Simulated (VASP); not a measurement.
Runs of VASP 6.6.1 on CdS. The structure is that of space group P6_3mc (No. 186), or close to it. The cells are those of the table. 

```tsv
task	level	potentials or basis	cell	cutoff (eV)	gap on the mesh (eV)	pressure (GPa)
single point	PBE	VASP PAW PBE potentials, release 64 (Cd, S)	a = 4.194, b = 4.194, c = 13.671 Å, angles 90.0, 90.0, 120.0°, 8 atoms	520	1.08	0.3
single point	r2SCAN	VASP PAW PBE potentials, release 64 (Cd, S)	a = 4.161, b = 4.161, c = 13.554 Å, angles 90.0, 90.0, 120.0°, 8 atoms	520	1.58	0.3
single point	PBEsol	VASP PAW PBE potentials, release 64 (Cd, S)	a = 4.123, b = 4.123, c = 13.436 Å, angles 90.0, 90.0, 120.0°, 8 atoms	520	1.05	(b)
relaxation of cell and atoms	PBE	VASP PAW PBE potentials, release 64 (Cd, S)	relaxed from a = 3.935, b = 3.935, c = 12.853 Å, angles 90.0, 90.0, 120.0°, 8 atoms	600	1.06	0.0
single point	LDA	VASP PAW LDA potentials, release 64 (Cd, S)	a = 4.072, b = 4.072, c = 13.284 Å, angles 90.0, 90.0, 120.0°, 8 atoms	520	(a)	0.6
```

Alike in all rows: no spin polarisation; k mesh 6 × 6 × 2; smearing fermi-dirac 0.02 eV.

Fill in the values left out.

(a) 1.01; (b) 0.4.

Caveats: the PAW data sets were made with another functional, which shifts forces and pressure a little (some runs).

A k mesh can miss the band edges, and the runs leave out spin-orbit coupling on Cd.
